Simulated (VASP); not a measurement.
# CaHfO (P4/mmm) in VASP: notebook

Runs on CaHfO. Level: PBE. Tasks: relaxation of cell and atoms.

Everything below comes from runs of VASP 6.6.1. Logs are shortened: lines on timing, memory, paths and dates and some standing lists are left out, and cuts for length are marked.

### 1 The cell of the first run

Symmetry: P4/mmm, No. 123, tetragonal system. Conventional cell: a = 3.996 Å, b = 3.996 Å, c = 3.405 Å, α = 90.00°, β = 90.00°, γ = 90.00°. Within 3.7 Å of Ca (site symmetry 4/mmm) lie 4 O at 2.83 Å and 8 Hf at 3.30 Å and 2 Ca at 3.40 Å. Within 2.3 Å of Hf (site symmetry 4/mmm) lie 2 O at 1.70 Å. O (site symmetry 4/mmm) has 2 Hf at 1.70 Å within 2.3 Å.

The cell was generated, and may not be a known phase.

### 2 Relaxation of cell and atoms, PBE

INCAR

```
  PREC = Accurate
  ENCUT = 600
  EDIFF = 1E-7
  ISMEAR = 0
  SIGMA = 0.1
  LREAL = False
  LASPH = True
  NELM = 60
  ALGO = Normal
  ISIF = 3
  LWAVE = False
  LCHARG = False
  GGA = PE
  IBRION = 2
  NSW = 90
  EDIFFG = -0.04
```

KPOINTS

```
regular mesh
0
Gamma
  4 4 6
```

POSCAR

```
CaHfO
1.0
    3.9957377300      0.0000000000      0.0000000000
    0.0000000000      3.9957377300      0.0000000000
    0.0000000000      0.0000000000      3.4048790700
Ca Hf O
1 1 1
Direct
    0.0000000000      0.0000000000      0.0000000000
    0.5000000000      0.5000000000      0.5000000000
    0.5000000000      0.5000000000      0.0000000000
```

Potentials or basis: VASP PAW PBE potentials, release 64 (Ca_sv, Hf_pv, O).

On the command line:

```sh
$ cat potpaw_PBE.64/Ca_sv/POTCAR potpaw_PBE.64/Hf_pv/POTCAR potpaw_PBE.64/O/POTCAR > POTCAR
$ mpirun -np 1 vasp_std > vasp.out
```

OUTCAR:

```text
PREC = Accurate
   ENCUT = 600
   EDIFF = 1E-7
   ISMEAR = 0
   LREAL = False
   LASPH = True
   NELM = 60
   ISIF = 3
   GGA = PE
   IBRION = 2
   NSW = 90
   EDIFFG = -0.04

 ion  position               nearest neighbor table
   1  0.000  0.000  0.000-   2 3.30   2 3.30   2 3.30   2 3.30   2 3.30   2 3.30   2 3.30   2 3.30

   2  0.500  0.500  0.500-   3 1.70   3 1.70   1 3.30   1 3.30   1 3.30   1 3.30   1 3.30   1 3.30
                             1 3.30   1 3.30
   3  0.500  0.500  0.000-   2 1.70   2 1.70

  LATTYP: Found a simple tetragonal cell.
 ALAT       =     3.9957377300
 C/A-ratio  =     0.8521277672

  Lattice vectors:

 A1 = (   3.9957377300,   0.0000000000,   0.0000000000)
 A2 = (   0.0000000000,   3.9957377300,   0.0000000000)
 A3 = (   0.0000000000,   0.0000000000,   3.4048790700)

Analysis of symmetry for initial positions (statically):
=====================================================================
 Subroutine PRICEL returns:
 Original cell was already a primitive cell.

 Routine SETGRP: Setting up the symmetry group for a
 simple tetragonal supercell.

 Subroutine GETGRP returns: Found 16 space group operations
 (whereof 16 operations were pure point group operations)
 out of a pool of 16 trial point group operations.

The static configuration has the point symmetry D_4h.

Analysis of symmetry for dynamics (positions and initial velocities):
=====================================================================
 Subroutine PRICEL returns:
 Original cell was already a primitive cell.

 Routine SETGRP: Setting up the symmetry group for a
 simple tetragonal supercell.

 Subroutine GETGRP returns: Found 16 space group operations
 (whereof 16 operations were pure point group operations)
 out of a pool of 16 trial point group operations.

The dynamic configuration has the point symmetry D_4h.

 Subroutine INISYM returns: Found 16 space group operations
 (whereof 16 operations are pure point group operations),
 and found     1 'primitive' translations

----------------------------------------------------------------------------------------

                                     Primitive cell

  volume of cell :      54.3620

  direct lattice vectors                    reciprocal lattice vectors
     3.995737730  0.000000000  0.000000000     0.250266676  0.000000000  0.000000000
     0.000000000  3.995737730  0.000000000     0.000000000  0.250266676  0.000000000
     0.000000000  0.000000000  3.404879070     0.000000000  0.000000000  0.293696187

  length of vectors
     3.995737730  3.995737730  3.404879070     0.250266676  0.250266676  0.293696187

  position of ions in fractional coordinates (direct lattice)
     0.000000000  0.000000000  0.000000000
     0.500000000  0.500000000  0.500000000
     0.500000000  0.500000000  0.000000000

  ion indices of the primitive-cell ions
   primitive index   ion index
                 1           1
                 2           2
                 3           3

----------------------------------------------------------------------------------------

 KPOINTS: regular mesh

Automatic generation of k-mesh.
 Grid dimensions read from file:
 generate k-points for:    4    4    6

 Generating k-lattice:

  Cartesian coordinates                     Fractional coordinates (reciprocal lattice)
     0.062566669  0.000000000  0.000000000     0.250000000  0.000000000  0.000000000
     0.000000000  0.062566669  0.000000000     0.000000000  0.250000000  0.000000000
     0.000000000  0.000000000  0.048949364     0.000000000  0.000000000  0.166666667

  Length of vectors
     0.062566669  0.062566669  0.048949364

  Shift w.r.t. Gamma in fractional coordinates (k-lattice)
     0.000000000  0.000000000  0.000000000

 Subroutine IBZKPT returns following result:
 ===========================================

 Found     24 irreducible k-points:

 Following reciprocal coordinates:
            Coordinates               Weight
  0.000000  0.000000  0.000000      1.000000
  0.250000  0.000000  0.000000      4.000000
  0.500000  0.000000  0.000000      2.000000
  0.250000  0.250000  0.000000      4.000000
  0.500000  0.250000  0.000000      4.000000
  0.500000  0.500000  0.000000      1.000000
[... 16 lines left out ...]
  0.500000  0.250000  0.500000      4.000000
  0.500000  0.500000  0.500000      1.000000
   k-points           NKPTS =     24   k-points in BZ     NKDIM =     24   number of bands    NBANDS=     17
   number of dos      NEDOS =    301   number of ions     NIONS =      3
   total plane-waves  NPLWV =  28672
   dimension x,y,z NGX =    32 NGY =   32 NGZ =   28
   dimension x,y,z NGXF=    64 NGYF=   64 NGZF=   56
   ions per type =               1   1   1
   NGX,Y,Z   is equivalent  to a cutoff of  13.31, 13.31, 13.67 a.u.
   NGXF,Y,Z  is equivalent  to a cutoff of  26.63, 26.63, 27.34 a.u.
 SYSTEM =  unknown system
   PREC   = accura    normal or accurate (medium, high low for compatibility)
   ISTART =      0    job   : 0-new  1-cont  2-samecut
   ICHARG =      2    charge: 1-file 2-atom 10-const
   ISPIN  =      1    spin polarized calculation?
   LNONCOLLINEAR =      F non collinear calculations
   LSORBIT =      F    spin-orbit coupling
   LASPH  =      T    aspherical Exc in radial PAW
   ENCUT  =  600.0 eV  44.10 Ry    6.64 a.u.   7.98  7.98  6.80*2*pi/ulx,y,z
   NELM   =     60;   NELMIN=  2; NELMDL= -5     # of ELM steps
   EDIFF  = 0.1E-06   stopping-criterion for ELM
   LREAL  =      F    real-space projection
   EDIFFG = -.4E-01   stopping-criterion for IOM
   NSW    =     90    number of steps for IOM
   IBRION =      2    ionic relax: 0-MD 1-quasi-New 2-CG
   NFREE  =      1    steps in history (QN), initial steepest desc. (CG)
   ISIF   =      3    stress and relaxation
   ISYM   =      2    0-nonsym 1-usesym 2-fastsym
   POTIM  = 0.5000    time-step for ionic-motion
   TEBEG  =    0.0;   TEEND  =   0.0 temperature during run
   PSTRESS=    0.0 pullay stress
   NELECT =      26.0000    total number of electrons
   NUPDOWN=      -1.0000    fix difference up-down
   EMIN   =  10.00;   EMAX   =-10.00  energy-range for DOS
   EFERMI =   0.00;   METHOD = LEGACY
   ISMEAR =     0;   SIGMA  =   0.10  broadening in eV -4-tet -1-fermi 0-gaus
   EFERMI_NEDOS =   21; number of points for ismear=-14 and -15
   IALGO  =     38    algorithm
   IMIX   =      4    mixing-type and parameters
     AMIX     =   0.40;   BMIX     =  1.00
     AMIX_MAG =   1.60;   BMIX_MAG =  1.00
  volume/ion in A,a.u.               =      18.12       122.28
  Fermi-wavevector in a.u.,A,eV,Ry     =   1.280268  2.419355 22.301105  1.639085
  Thomas-Fermi vector in A             =   2.412705
   LORBIT       =      0    0 simple, 1 ext, 2 COOP (PROOUT), +10 PAW based schemes
   GGA     = PE    functional components
   LHFCALC =     F    Hartree Fock is set to
   AEXX    =    0.0000 exact exchange contribution
   IVDW    =     0    specifies the selected vdW correction
   LEPSILON=     F    determine dielectric tensor
   LRPA    =     F    only Hartree local field effects (RPA)
 conjugate gradient relaxation of ions
 non-spin polarized calculation
 Gauss-broadening in eV      SIGMA  =   0.10
  energy-cutoff  :      600.00
  volume of cell :       54.36
 maximum number of plane-waves:      1836
 NGX is ok and might be reduce to    32

--------------------------------------- Ionic step        1  -------------------------------------------

 number of electron      25.9999994 magnetization

 Free energy of the ion-electron system (eV)
  ---------------------------------------------------
  ext. energy  EPLUGINS =         0.00000000
  ---------------------------------------------------
  free energy    TOTEN  =       -17.06815430 eV

  energy without entropy =      -17.04898447  energy(sigma->0) =      -17.05856938

------------------------ aborting loop because EDIFF is reached ----------------------------------------

  FORCE on cell =-STRESS in cart. coord.  units (eV):
  Direction    XX          YY          ZZ          XY          YZ          ZX
  --------------------------------------------------------------------------------------
  -------------------------------------------------------------------------------------
  Total        1.0996490      1.0996490     58.0498594      0.0000000     -0.0000000      0.0000000
  in kB       32.4092546     32.4092546   1710.8664657      0.0000000     -0.0000000      0.0000000
  external PRESSURE =     591.8949917 kB  Pullay stress =       0.0000000 kB
[... 92 lines left out ...]
  FREE ENERGIE OF THE ION-ELECTRON SYSTEM (eV)
  ---------------------------------------------------
  free  energy   TOTEN  =       -20.5517543201 eV

  energy  without entropy=      -20.5408689837  energy(sigma->0) =      -20.54631165

 E-fermi :   3.9721     XC(G=0):  -9.6620

 val. band max:        3.9345579089   @ k =   0.5000   0.5000   0.1667
 cond. band min:       3.9933920477   @ k =   0.5000   0.0000   0.5000
 fundamental gap:      0.0588341388
 Fermi energy:         3.9720815106

 k-point     1 :       0.0000    0.0000    0.0000
  band No.  band energies     occupation
      1     -37.6088      2.00000
      2     -27.9783      2.00000
      3     -27.6476      2.00000
      4     -27.6476      2.00000
      5     -18.6510      2.00000
      6     -18.6510      2.00000
[... 9 lines left out ...]
     16       5.3330      0.00000
     17       6.1129      0.00000
[... 443 lines left out ...]
      1     -37.5986      2.00000
      2     -28.1585      2.00000
      3     -27.6700      2.00000
      4     -27.6700      2.00000
      5     -18.7084      2.00000
      6     -18.7084      2.00000
[... 9 lines left out ...]
     16       6.8035      0.00000
     17       6.8035      0.00000

 E-fermi :   4.2931     XC(G=0):  -9.9597

 val. band max:        4.2744991797   @ k =   0.5000   0.2500   0.0000
 cond. band min:       4.4096968210   @ k =   0.5000   0.5000   0.3333
 fundamental gap:      0.1351976413
 Fermi energy:         4.2930780043

 k-point     1 :       0.0000    0.0000    0.0000
  band No.  band energies     occupation
      1     -37.0162      2.00000
      2     -27.4697      2.00000
      3     -27.0948      2.00000
      4     -27.0948      2.00000
      5     -18.0648      2.00000
      6     -18.0648      2.00000
[... 9 lines left out ...]
     16       6.0045      0.00000
     17       6.6745      0.00000
[... 443 lines left out ...]
      1     -37.0009      2.00000
      2     -27.6443      2.00000
      3     -27.1329      2.00000
      4     -27.1329      2.00000
      5     -18.1534      2.00000
      6     -18.1534      2.00000
[... 9 lines left out ...]
     16       7.1459      0.00000
     17       7.5228      0.00000

[... ionic steps 4 to 13 ...]

--------------------------------------- Ionic step       14  -------------------------------------------

 number of electron      25.9999989 magnetization

------------------------ aborting loop because EDIFF is reached ----------------------------------------

  FORCE on cell =-STRESS in cart. coord.  units (eV):
  Direction    XX          YY          ZZ          XY          YZ          ZX
  --------------------------------------------------------------------------------------
  -------------------------------------------------------------------------------------
  Total       -0.2133707     -0.2133707     -0.2461746      0.0000000      0.0000000     -0.0000000
  in kB       -6.2280029     -6.2280029     -7.1855061      0.0000000      0.0000000     -0.0000000
  external PRESSURE =      -6.5471707 kB  Pullay stress =       0.0000000 kB
[... 59 lines left out ...]
  energy  without entropy=      -21.6783992974  energy(sigma->0) =      -21.68338261

--------------------------------------- Ionic step       16  -------------------------------------------

 number of electron      25.9999991 magnetization

 Free energy of the ion-electron system (eV)
  ---------------------------------------------------
  ext. energy  EPLUGINS =         0.00000000
  ---------------------------------------------------
  free energy    TOTEN  =       -21.68938772 eV

  energy without entropy =      -21.67958037  energy(sigma->0) =      -21.68448405

 E-fermi :   4.9085     XC(G=0): -10.5180

 val. band max:        4.8553772274   @ k =   0.5000   0.2500   0.1667
 cond. band min:       4.9899328008   @ k =   0.5000   0.0000   0.3333
 fundamental gap:      0.1345555734
 Fermi energy:         4.9085422901

 k-point     1 :       0.0000    0.0000    0.0000
  band No.  band energies     occupation
      1     -35.8425      2.00000
      2     -26.5493      2.00000
      3     -26.1040      2.00000
      4     -26.1040      2.00000
      5     -16.8850      2.00000
      6     -16.8850      2.00000
[... 9 lines left out ...]
     16       7.9729      0.00000
     17       8.1182      0.00000
[... 488 lines left out ...]
  FREE ENERGIE OF THE ION-ELECTRON SYSTEM (eV)
  ---------------------------------------------------
  free  energy   TOTEN  =       -21.6893877206 eV

  energy  without entropy=      -21.6795803717  energy(sigma->0) =      -21.68448405

 reached required accuracy - stopping structural energy minimisation
```

It took 7.6 min on 1 thread of Oxide Virtual Turin-like, shared host; peak memory 0.17 GiB.

Results:

| Property | Result |
| --- | --- |
| Free energy | -21.6894 eV |
| Relaxed volume | 18.12 Å³/atom |
| Relaxed cell | a = 3.587 Å, b = 3.587 Å, c = 4.226 Å, α = 90.00°, β = 90.00°, γ = 90.00° |
| Space group after relaxing (to 0.1 Å) | P4/mmm (No. 123) |
| Pressure after relaxing | -0.1 GPa |
| Band gap on the k mesh | zero (bands 13 and 14 overlap by 1.19 eV) |

Stress tensor (GPa, compression positive):
```
-0.01  0.00  0.00
 0.00 -0.01  0.00
 0.00  0.00 -0.15
```

Final structure:
```
Ca Hf O
1.0
     3.58712    0.00000    0.00000
     0.00000    3.58712    0.00000
     0.00000    0.00000    4.22553
Ca Hf O
1 1 1
Direct
  0.00000 0.00000 0.00000
  0.50000 0.50000 0.50000
  0.50000 0.50000 0.00000
```

Levels at points of the mesh, in eV from the Fermi level:
```tsv
k point	band 11	band 12	band 13	band 14	band 15	band 16
(0.00, 0.00, 0.00)	-4.86	-4.57	-1.40	1.27	1.27	3.06
(0.50, 0.00, 0.00)	-4.98	-1.87	-0.50	0.11	1.66	2.20
(0.50, 0.50, 0.00)	-4.78	-1.91	-0.76	-0.76	3.08	3.08
(0.00, 0.00, 0.50)	-5.35	-3.41	-0.45	1.23	1.25	3.26
(0.50, 0.00, 0.50)	-5.88	-2.14	0.36	0.86	1.61	3.89
(0.50, 0.50, 0.50)	-6.00	-0.90	0.42	0.42	2.50	2.50
```

Caveat: the k points lie up to 0.44 Å⁻¹ apart in the final cell, too coarse for converged energies and pressures of a metal; a cell axis changed by over 15 % at a fixed basis, so the end point is rough; spin-orbit coupling is left out, which moves the levels of the heavy elements.

### 3 Relaxation of cell and atoms, PBE

This run uses another cell than the first one, of the same volume but with other edges.

INCAR

```
SYSTEM = CaHfO
PREC = Accurate
ENCUT = 600
EDIFF = 1E-7
ISMEAR = 0
SIGMA = 0.1
LREAL = .False.
LASPH = .True.
NELM = 100
ALGO = Fast
ISIF = 3
LWAVE = .False.
LCHARG = .False.
GGA = PE
IBRION = 2
NSW = 90
EDIFFG = -0.04
```

KPOINTS

```
Automatic mesh
0
Gamma
  6 6 4
  0 0 0
```

POSCAR

```
CaHfO
1.0
    3.5747411097      0.0000000000      0.0000000000
    0.0000000000      3.5747411097      0.0000000000
    0.0000000000      0.0000000000      4.2534691060
Ca Hf O
1 1 1
Direct
    0.0000000000      0.0000000000      0.0000000000
    0.5000000000      0.5000000000      0.5000000000
    0.5000000000      0.5000000000      0.0000000000
```

Potentials or basis: VASP PAW PBE potentials, release 64 (Ca_sv, Hf_pv, O).

On the command line:

```sh
$ cat potpaw_PBE.64/Ca_sv/POTCAR potpaw_PBE.64/Hf_pv/POTCAR potpaw_PBE.64/O/POTCAR > POTCAR
$ mpirun -np 1 vasp_std > vasp.out
```

It took 3.7 min on 1 thread of Oxide Virtual Turin-like, shared host; peak memory 0.18 GiB.

The run converged. Its results:

- Free energy: -21.6637 eV
- Relaxed volume: 18.09 Å³/atom
- Relaxed cell: a = 3.582 Å, b = 3.582 Å, c = 4.231 Å, α = 90.00°, β = 90.00°, γ = 90.00°
- Space group after relaxing (to 0.1 Å): P4/mmm (No. 123)
- Energy gained by relaxing: 0.5 meV/atom
- Ionic steps: 4
- Pressure after relaxing: 0.1 GPa
- Band gap on the k mesh: zero (bands 13 and 14 overlap by 1.22 eV)

Stress tensor (GPa, compression positive):
```
0.17 0.00 0.00
0.00 0.17 0.00
0.00 0.00 0.03
```

Step by step:
```tsv
step	energy change (eV)	largest force (eV/Å)	pressure (GPa)	volume (Å³)
1	0.0000	0.0000	-0.48	54.35
2	-0.0004	0.0000	0.86	53.93
3	-0.0012	0.0000	0.25	54.12
4	-0.0015	0.0000	0.12	54.27
```

Final structure:
```cif
data_structure
_symmetry_space_group_name_H-M 'P 1'
_symmetry_Int_Tables_number 1
_cell_length_a 3.5817
_cell_length_b 3.5817
_cell_length_c 4.2308
_cell_angle_alpha 90.000
_cell_angle_beta 90.000
_cell_angle_gamma 90.000
_cell_volume 54.27
loop_
_atom_site_label
_atom_site_type_symbol
_atom_site_fract_x
_atom_site_fract_y
_atom_site_fract_z
_atom_site_occupancy
Ca1 Ca 0.00000 0.00000 0.00000 1
Hf1 Hf 0.50000 0.50000 0.50000 1
O1 O 0.50000 0.50000 0.00000 1
```

Levels at points of the mesh, in eV from the Fermi level:
| k point | band 10 | band 11 | band 12 | band 13 | band 14 | band 15 | band 16 | band 17 |
| --- | --- | --- | --- | --- | --- | --- | --- | --- |
| (0.00, 0.00, 0.00) | -4.80 | -4.80 | -4.53 | -1.36 | 1.31 | 1.31 | 2.67 | 3.15 |
| (0.50, 0.00, 0.00) | -5.35 | -4.95 | -1.84 | -0.43 | 0.13 | 1.69 | 2.23 | 3.01 |
| (0.50, 0.50, 0.00) | -5.39 | -4.74 | -1.86 | -0.73 | -0.73 | 3.14 | 3.14 | 3.39 |
| (0.00, 0.00, 0.50) | -5.29 | -5.29 | -3.38 | -0.43 | 1.30 | 1.32 | 3.50 | 3.50 |
| (0.50, 0.00, 0.50) | -6.76 | -5.82 | -2.10 | 0.42 | 0.91 | 1.63 | 3.91 | 4.19 |
| (0.50, 0.50, 0.50) | -5.94 | -5.94 | -0.86 | 0.49 | 0.49 | 2.52 | 2.52 | 4.37 |

Caveat: the k points lie up to 0.37 Å⁻¹ apart in the final cell, too coarse for converged energies and pressures of a metal; spin-orbit coupling is left out, which moves the levels of the heavy elements.

The gap in the log of VASP goes by the Fermi energy; the results here count the filled bands.